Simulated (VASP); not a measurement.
Write the native input for VASP 6.6.1 that does the following.

```
Task                   : relaxation of cell and atoms
Functional             : PBE
Potentials or basis    : VASP PAW PBE potentials, release 64 (Si, O)
Cutoff                 : 600 eV
k mesh                 : 6 × 6 × 6
Occupations            : gaussian, width 0.02 eV
Spin                   : no spin polarisation
Dipole correction      : no
Further INCAR settings : ALGO = Normal; EDIFF = 1e-07; IBRION = 2; EDIFFG = -0.005; NSW = 100; ISIF = 3
```

The structure of SiO2 lies in POSCAR:

```
SiO2
1.0
   -2.5133692696      2.5133692696      3.6893906705
    2.5133692696     -2.5133692696      3.6893906705
    2.5133692696      2.5133692696     -3.6893906705
Si O
2 4
Direct
    0.0000000000      0.0000000000      0.0000000000
    0.7500000000      0.2500000000      0.5000000000
    0.9670112602      0.6250000000      0.8420112602
    0.3750000000      0.2170112602      0.3420112602
    0.7829887398      0.1250000000      0.1579887398
    0.8750000000      0.0329887398      0.6579887398
```

These files were run (other wordings do the same):

INCAR

```
SYSTEM = SiO2
PREC = Accurate
ENCUT = 600
EDIFF = 1E-7
ISMEAR = 0
SIGMA = 0.02
LREAL = .False.
LASPH = .True.
NELM = 60
ALGO = Normal
ISIF = 3
LWAVE = .False.
LCHARG = .False.
GGA = PE
IBRION = 2
NSW = 100
EDIFFG = -0.005
```

KPOINTS

```
regular mesh
0
Gamma
  6 6 6
  0 0 0
```

Potentials or basis: VASP PAW PBE potentials, release 64 (Si, O).

Command:

```console
$ cat potpaw_PBE.64/Si/POTCAR potpaw_PBE.64/O/POTCAR > POTCAR
$ mpirun -np 1 vasp_std > vasp.out
```

Results of the run:

- Relaxed volume: 15.53 Å³/atom
- Relaxed cell: a = 5.122 Å, b = 5.122 Å, c = 5.122 Å, α = 121.24°, β = 121.24°, γ = 87.87°
- Space group after relaxing (to 0.1 Å): I-42d (No. 122)
- Energy gained by relaxing: 0.0 meV/atom
- Ionic steps: 3
- Pressure after relaxing: 0.0 GPa
- Band gap on the k mesh: 5.74 eV

It took 2.1 min on 1 thread of Intel(R) Xeon(R) Platinum 8259CL CPU @ 2.50GHz (Skylake/Cascade Lake), on a shared host, peak memory 0.28 GiB.
